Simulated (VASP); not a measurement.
I: single point with PBEsol

The system is I.

```
I
1.0
     0.00000    1.97772    1.97772
     1.97772    0.00000    1.97772
     1.97772    1.97772    0.00000
I
1
Direct
  0.00000 0.00000 0.00000
```

- Program: VASP 6.6.1
- Task: single point
- Functional: PBEsol
- Potentials or basis: VASP PAW PBE potentials, release 64 (I)
- Cutoff: 520 eV
- k mesh: 14 × 14 × 14
- Occupations: fermi-dirac, width 0.05 eV
- Spin: no spin polarisation

* Pressure: 146.2 GPa

Levels at points of the mesh, in eV from the Fermi level:
```
           k point  band 1  band 2  band 3  band 4  band 5  band 6  band 7  band 8
(0.00, 0.00, 0.00)  -22.76    4.37    4.37    4.37    8.06    9.37    9.37    9.37
(0.50, 0.00, 0.00)  -16.46  -13.32    1.45    1.45    7.59    8.06    8.06    8.35
(0.50, 0.50, 0.00)  -13.54  -11.98   -3.88   -3.88    1.38    1.66   20.27   23.36
```

Run time: 4.9 s on 1 thread of Intel(R) Xeon(R) 6975P-C (Granite Rapids) (shared host), peak memory 0.15 GiB.

Caveat: the PAW data sets were made with another functional, which shifts forces and pressure a little; spin-orbit coupling is left out, which moves the levels of the heavy elements; an odd number of electrons without spin polarisation forces a metal; a magnetic or distorted state may lie lower.
